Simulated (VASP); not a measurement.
A run of VASP 6.6.1:

The input INCAR:

```
ALGO = Normal ; EDIFF = 1E-7
ENCUT = 520 ; GGA = PE
ISIF = 2 ; ISMEAR = 0
LASPH = T ; LCHARG = T
LELF = T ; LREAL = F
LVHAR = T ; LWAVE = F
NBANDS = 15 ; NELM = 100
PREC = Accurate ; SIGMA = 0.05
```

Contents of KPOINTS:

```
k-points
0
Gamma
  8 8 8
```

POSCAR

```
RbBr
1.0
    0.0000000000      3.4274990198      3.4274990198
    3.4274990198      0.0000000000      3.4274990198
    3.4274990198      3.4274990198      0.0000000000
Rb Br
1 1
Direct
    0.5000000000      0.5000000000      0.5000000000
    0.0000000000      0.0000000000      0.0000000000
```

Potentials or basis: VASP PAW PBE potentials, release 64 (Rb_sv, Br).

Run with:

```sh
$ cat potpaw_PBE.64/Rb_sv/POTCAR potpaw_PBE.64/Br/POTCAR > POTCAR
$ mpirun -np 1 vasp_std > vasp.out
```

Hardware: 1 thread of Intel(R) Xeon(R) 6975P-C (Granite Rapids), on a shared host.

Task: How long does it take, and how much memory?

Result: Wall time 17 s on 1 thread of Intel(R) Xeon(R) 6975P-C (Granite Rapids) (shared host), peak memory 0.21 GiB. Counts: scf iterations 14, k points 29.
